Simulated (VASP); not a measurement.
Input of a VASP 6.6.1 run:

The input INCAR:

```
  PREC = Accurate
  ENCUT = 520
  EDIFF = 1E-6
  ISMEAR = 0
  SIGMA = 0.019000000000000003
  LREAL = F
  LASPH = T
  NELM = 100
  ALGO = Normal
  ISIF = 2
  LWAVE = F
  LCHARG = F
  GGA = PE
  NBANDS = 8
```

File KPOINTS:

```
Automatic mesh
0
Gamma
  10 10 10
```

POSCAR

```
Sb
1.0
   -1.8713408863      1.8713408863      1.8713408863
    1.8713408863     -1.8713408863      1.8713408863
    1.8713408863      1.8713408863     -1.8713408863
Sb
1
Direct
    0.0000000000      0.0000000000      0.0000000000
```

Potentials or basis: VASP PAW PBE potentials, release 64 (Sb).

Launch:

```bash
$ cat potpaw_PBE.64/Sb/POTCAR > POTCAR
$ mpirun -np 1 vasp_std > vasp.out
```

What does it give for the pressure?

3.0 GPa.
